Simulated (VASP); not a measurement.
# Sr (Im-3m) in VASP: notebook, part 3 of 3

VASP 6.6.1. Earlier steps stand in the parts before.

### 5 Single point, SVWN5, collinear spin, ferromagnetic start (volume scaled by 0.96)

Contents of INCAR:

```
PREC = Accurate ; ENCUT = 520
EDIFF = 1E-6 ; ISMEAR = -1
SIGMA = 0.05 ; LREAL = False
LASPH = True ; NELM = 150
ALGO = Normal ; ISIF = 2
LWAVE = False ; LCHARG = False
ISPIN = 2 ; MAGMOM = 0.5
LORBIT = 11 ; GGA = VW
NBANDS = 15
```

Contents of KPOINTS:

```
regular mesh
0
Gamma
  8 8 8
```

Contents of POSCAR:

```
Sr
1.0
   -2.4020905604      2.4020905604      2.4020905604
    2.4020905604     -2.4020905604      2.4020905604
    2.4020905604      2.4020905604     -2.4020905604
Sr
1
Direct
    0.0000000000      0.0000000000      0.0000000000
```

Potentials or basis: VASP PAW PBE potentials, release 64 (Sr_sv).

Started as:

```console
> cat potpaw_PBE.64/Sr_sv/POTCAR > POTCAR
> mpirun -np 1 vasp_std > vasp.out
```

OUTCAR:

```text
PREC = Accurate
   ENCUT = 520
   EDIFF = 1E-6
   ISMEAR = -1
   LREAL = False
   LASPH = True
   NELM = 150
   ISIF = 2
   ISPIN = 2
   LORBIT = 11
   GGA = VW

 ion  position               nearest neighbor table
   1  0.000  0.000  0.000-

  LATTYP: Found a body centered cubic cell.
 ALAT       =     4.8041811208

  Lattice vectors:

 A1 = (  -2.4020905604,   2.4020905604,   2.4020905604)
 A2 = (   2.4020905604,  -2.4020905604,   2.4020905604)
 A3 = (   2.4020905604,   2.4020905604,  -2.4020905604)

Analysis of symmetry for initial positions (statically):
=====================================================================
 Subroutine PRICEL returns:
 Original cell was already a primitive cell.

 Routine SETGRP: Setting up the symmetry group for a
 body centered cubic supercell.

 Subroutine GETGRP returns: Found 48 space group operations
 (whereof 48 operations were pure point group operations)
 out of a pool of 48 trial point group operations.

The static configuration has the point symmetry O_h .

Analysis of symmetry for dynamics (positions and initial velocities):
=====================================================================
 Subroutine PRICEL returns:
 Original cell was already a primitive cell.

 Routine SETGRP: Setting up the symmetry group for a
 body centered cubic supercell.

 Subroutine GETGRP returns: Found 48 space group operations
 (whereof 48 operations were pure point group operations)
 out of a pool of 48 trial point group operations.

The dynamic configuration has the point symmetry O_h .

Analysis of structural, dynamic, and magnetic symmetry:
=====================================================================
 Subroutine PRICEL returns:
 Original cell was already a primitive cell.

 Routine SETGRP: Setting up the symmetry group for a
 body centered cubic supercell.

 Subroutine GETGRP returns: Found 48 space group operations
 (whereof 48 operations were pure point group operations)
 out of a pool of 48 trial point group operations.

The overall configuration has the point symmetry O_h .

 Subroutine INISYM returns: Found 48 space group operations
 (whereof 48 operations are pure point group operations),
 and found     1 'primitive' translations

----------------------------------------------------------------------------------------

                                     Primitive cell

  volume of cell :      55.4406

  direct lattice vectors                    reciprocal lattice vectors
    -2.402090560  2.402090560  2.402090560     0.000000000  0.208152019  0.208152019
     2.402090560 -2.402090560  2.402090560     0.208152019  0.000000000  0.208152019
     2.402090560  2.402090560 -2.402090560     0.208152019  0.208152019  0.000000000

  length of vectors
     4.160542895  4.160542895  4.160542895     0.294371408  0.294371408  0.294371408

  position of ions in fractional coordinates (direct lattice)
     0.000000000  0.000000000  0.000000000

  ion indices of the primitive-cell ions
   primitive index   ion index
                 1           1

----------------------------------------------------------------------------------------

 KPOINTS: regular mesh

Automatic generation of k-mesh.
 Grid dimensions read from file:
 generate k-points for:    8    8    8

 Generating k-lattice:

[... 69 lines left out ...]
   POTIM  = 0.5000    time-step for ionic-motion
   TEBEG  =    0.0;   TEEND  =   0.0 temperature during run
   PSTRESS=    0.0 pullay stress
   NELECT =      10.0000    total number of electrons
   NUPDOWN=      -1.0000    fix difference up-down
   EMIN   =  10.00;   EMAX   =-10.00  energy-range for DOS
   EFERMI =   0.00;   METHOD = LEGACY
   ISMEAR =    -1;   SIGMA  =   0.05  broadening in eV -4-tet -1-fermi 0-gaus
   EFERMI_NEDOS =   21; number of points for ismear=-14 and -15
   IALGO  =     38    algorithm
   IMIX   =      4    mixing-type and parameters
     AMIX     =   0.40;   BMIX     =  1.00
     AMIX_MAG =   1.60;   BMIX_MAG =  1.00
  volume/ion in A,a.u.               =      55.44       374.13
  Fermi-wavevector in a.u.,A,eV,Ry     =   0.924980  1.747958 11.640970  0.855587
  Thomas-Fermi vector in A             =   2.050784
   LORBIT       =     11    0 simple, 1 ext, 2 COOP (PROOUT), +10 PAW based schemes
   GGA     = VW    functional components
   LHFCALC =     F    Hartree Fock is set to
   AEXX    =    0.0000 exact exchange contribution
   IVDW    =     0    specifies the selected vdW correction
   LEPSILON=     F    determine dielectric tensor
   LRPA    =     F    only Hartree local field effects (RPA)
 spin polarized calculation
  energy-cutoff  :      520.00
  volume of cell :       55.44
 maximum number of plane-waves:      1508
   NGX = 15   NGY = 15   NGZ = 15

 number of electron      10.0000000 magnetization      -0.0524737

 number of electron      10.0000000 magnetization       0.0026881

 Free energy of the ion-electron system (eV)
  ---------------------------------------------------
  ext. energy  EPLUGINS =         0.00000000
  ---------------------------------------------------
  free energy    TOTEN  =        36.86045236 eV

  energy without entropy =       36.86739796  energy(sigma->0) =       36.86392516

 E-fermi :   1.3399     XC(G=0):  -7.5214

 val. band max:        1.3172574792   @ k =   0.5000   0.5000   0.3750
 cond. band min:       1.3862442629   @ k =   0.5000   0.5000   0.2500
 fundamental gap:      0.0689867837
 Fermi energy:         1.3399049916

 spin component 1

 k-point     1 :       0.0000    0.0000    0.0000
  band No.  band energies     occupation
      1     -35.2303      1.00000
      2     -17.1318      1.00000
      3     -17.1318      1.00000
      4     -17.1318      1.00000
      5      -2.3073      1.00000
      6       3.6002      0.00000
      7       3.6002      0.00000
      8       3.6002      0.00000
      9       4.9395      0.00000
     10       4.9395      0.00000
     11       9.4667      0.00000
     12       9.4667      0.00000
     13       9.4667      0.00000
     14      13.4562      0.00000
[... 403 lines left out ...]
      4     -17.2057      1.00000
      5       0.4551      1.00000
      6       1.8925      0.00002
      7       3.3966      0.00000
      8       3.5279      0.00000
      9       4.7491      0.00000
     10       5.5136      0.00000
     11       7.8530      0.00000
     12       8.7365      0.00000
     13       9.4584      0.00000
     14      11.7202      0.00000
     15      13.1567      0.00000

 [... further k-points ...]

 spin component 2

 k-point     1 :       0.0000    0.0000    0.0000
  band No.  band energies     occupation
      1     -35.1778      1.00000
      2     -17.0868      1.00000
      3     -17.0868      1.00000
      4     -17.0868      1.00000
      5      -2.3102      1.00000
      6       3.6112      0.00000
      7       3.6112      0.00000
      8       3.6112      0.00000
      9       4.9536      0.00000
     10       4.9536      0.00000
     11       9.4683      0.00000
     12       9.4683      0.00000
     13       9.4683      0.00000
     14      13.4706      0.00000
[... 403 lines left out ...]
      4     -17.1613      1.00000
      5       0.4584      1.00000
      6       1.8998      0.00001
      7       3.4065      0.00000
      8       3.5358      0.00000
      9       4.7574      0.00000
     10       5.5287      0.00000
     11       7.8625      0.00000
     12       8.7535      0.00000
     13       9.4713      0.00000
     14      11.7375      0.00000
     15      13.1576      0.00000

 [... further k-points ...]

------------------------ aborting loop because EDIFF is reached ----------------------------------------

  FORCE on cell =-STRESS in cart. coord.  units (eV):
  Direction    XX          YY          ZZ          XY          YZ          ZX
  --------------------------------------------------------------------------------------
  -------------------------------------------------------------------------------------
  Total       -0.5602294     -0.5602294     -0.5602294      0.0000000      0.0000000     -0.0000000
  in kB      -16.1900573    -16.1900573    -16.1900573      0.0000000      0.0000000     -0.0000000
  external PRESSURE =     -16.1900573 kB  Pullay stress =       0.0000000 kB

 VOLUME and BASIS-vectors are now :
 -----------------------------------------------------------------------------
  energy-cutoff  :      520.00
  volume of cell :       55.44
      direct lattice vectors                 reciprocal lattice vectors
    -2.402090560  2.402090560  2.402090560     0.000000000  0.208152019  0.208152019
     2.402090560 -2.402090560  2.402090560     0.208152019  0.000000000  0.208152019
     2.402090560  2.402090560 -2.402090560     0.208152019  0.208152019  0.000000000

 POSITION                                       TOTAL-FORCE (eV/Angst)
 -----------------------------------------------------------------------------------
      0.00000      0.00000      0.00000         0.000000     -0.000000     -0.000000
 -----------------------------------------------------------------------------------
    total drift:                               -0.000000      0.000000     -0.000000

  FREE ENERGIE OF THE ION-ELECTRON SYSTEM (eV)
  ---------------------------------------------------
  free  energy   TOTEN  =        36.8604523629 eV

  energy  without entropy=       36.8673979639  energy(sigma->0) =       36.86392516

 total charge

# of ion       s       p       d       tot
------------------------------------------
    1        2.068   5.634   0.141   7.842

 magnetization (x)

# of ion       s       p       d       tot
------------------------------------------
    1       -0.001  -0.007   0.001  -0.006
```

stdout:

```text
POSCAR found type information on POSCAR Sr
 POSCAR found :  1 types and       1 ions
 scaLAPACK will be used
 -----------------------------------------------------------------------------
|                                                                             |
|                                                                             |
|     You enforced a specific xc type in the INCAR file but a different       |
|     I HOPE YOU KNOW WHAT YOU ARE DOING!                                     |
|                                                                             |
 -----------------------------------------------------------------------------

 LDA part: xc-table for (Slater(with rela. corr.)+VWN5), standard interpolation
 POSCAR, INCAR and KPOINTS ok, starting setup
 FFT: planning ... GRIDC
 FFT: planning ... GRID_SOFT
 FFT: planning ... GRID
 WAVECAR not read
 entering main loop
```

Run time: 19 s. Hardware: 1 thread of Intel Xeon Platinum 8488C (Sapphire Rapids), shared host; peak memory 0.18 GiB.

Results:

| Property | Result |
| --- | --- |
| Free energy | 36.8605 eV |
| Pressure | -1.6 GPa |
| Band gap on the k mesh | zero (filled and empty bands overlap) |
| Net moment | 0.00 μB per cell |
| Valence electrons inside the program's atomic spheres | Sr 7.84 |

Caveat: the PAW data sets were made with another functional, which shifts forces and pressure a little.

### 6 Summary

| level | potentials or basis | spin | cell | smearing | gap on the mesh (eV) | pressure (GPa) | moment (μB) |
| --- | --- | --- | --- | --- | --- | --- | --- |
| PBEsol | VASP PAW PBE potentials, release 64 (Sr_sv) | off | a = 4.218 Å, angles 109.5°, 1 atom | gaussian 0.1 eV | none | -1.3 | - |
| LDA | VASP PAW LDA potentials, release 64 (Sr_sv) | collinear, ferromagnetic start | a = 4.218 Å, angles 109.5°, 1 atom | methfessel-paxton 0.15 eV | none | -2.0 | 0.00 |
| SVWN5 | VASP PAW PBE potentials, release 64 (Sr_sv) | collinear, ferromagnetic start | a = 4.131 Å, angles 109.5°, 1 atom | fermi-dirac 0.05 eV | none | -1.4 | 0.00 |
| SVWN5 | VASP PAW PBE potentials, release 64 (Sr_sv) | collinear, ferromagnetic start | a = 4.161 Å, angles 109.5°, 1 atom | fermi-dirac 0.05 eV | none | -1.6 | 0.00 |

Alike in all rows: task single point; k mesh 8 × 8 × 8; cutoff (eV) 520.

Caveats: the PAW data sets were made with another functional, which shifts forces and pressure a little (some runs).

Total energies depend on the potentials used, so only differences within one code and one set of settings carry meaning.
